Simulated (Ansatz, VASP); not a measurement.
One calculation of Pb, two programs

File INCAR:

```
SYSTEM = Pb
PREC = Accurate
ENCUT = 600
EDIFF = 1E-6
ISMEAR = -1
SIGMA = 0.05
LREAL = .FALSE.
LASPH = .TRUE.
NELM = 100
ALGO = Normal
ISIF = 3
LWAVE = .FALSE.
LCHARG = .FALSE.
GGA = PS
IBRION = 2
NSW = 60
EDIFFG = -0.01
```

File KPOINTS:

```
Automatic mesh
0
G
  9 9 9
  0 0 0
```

The input POSCAR:

```
Pb
1.0
    0.0000000000      2.4750200000      2.4750200000
    2.4750200000      0.0000000000      2.4750200000
    2.4750200000      2.4750200000      0.0000000000
Pb
1
Direct
    0.0000000000      0.0000000000      0.0000000000
```

Contents of input.yaml:

```yaml
crystal:
  lattice:
    - [0.0, 2.47502, 2.47502]
    - [2.47502, 0.0, 2.47502]
    - [2.47502, 2.47502, 0.0]
  atoms:
    - { symbol: Pb, position: [0.0, 0.0, 0.0] }
hamiltonian:
  xc: pbesol
  pseudopotentials: { kind: paw }
kpoints:
  mp_grid: { grid: [9, 9, 9] }
scf:
  occupations: { method: fermi_dirac, width: 0.05 }
output:
  forces: true
  stress: true
  eigenvalues: true
  write_density: true
  write_potential: true
  elf: true
  volumetric_format: npy
relax:
  f_tol: 0.01
  max_steps: 40
  cell: { stress_tol: 0.05 }
```

Alike in both runs: task relaxation of cell and atoms; functional PBEsol; k mesh 9 × 9 × 9; occupations fermi-dirac, width 0.05 eV; no spin polarisation.

```csv
,VASP,Ansatz
version,VASP 6.6.1,Ansatz 0.2.0
potentials or method,"VASP PAW PBE potentials, release 64 (Pb_d)",Ansatz PAW
plane-wave cutoff (eV),600,420
valence electrons in the cell,14,14
```

```csv
,VASP,Ansatz,Ansatz less VASP
"gap on the k mesh at the Fermi level, each at its own relaxed structure (eV)",none,none,-
relaxed volume (Å³/atom),29.94,29.94,0.000
relaxed cell length with the largest relative difference (Å),3.485,3.485,0.0000
```

VASP's potentials were made for PBE, not for PBEsol. A gap of «none» marks a metal or a gap that the smearing closes.

Neither program's run includes spin-orbit coupling. Noted on Ansatz's run: the plane-wave basis is chosen anew once the cell has moved, so the energies of steps on either side of that aren't comparable.
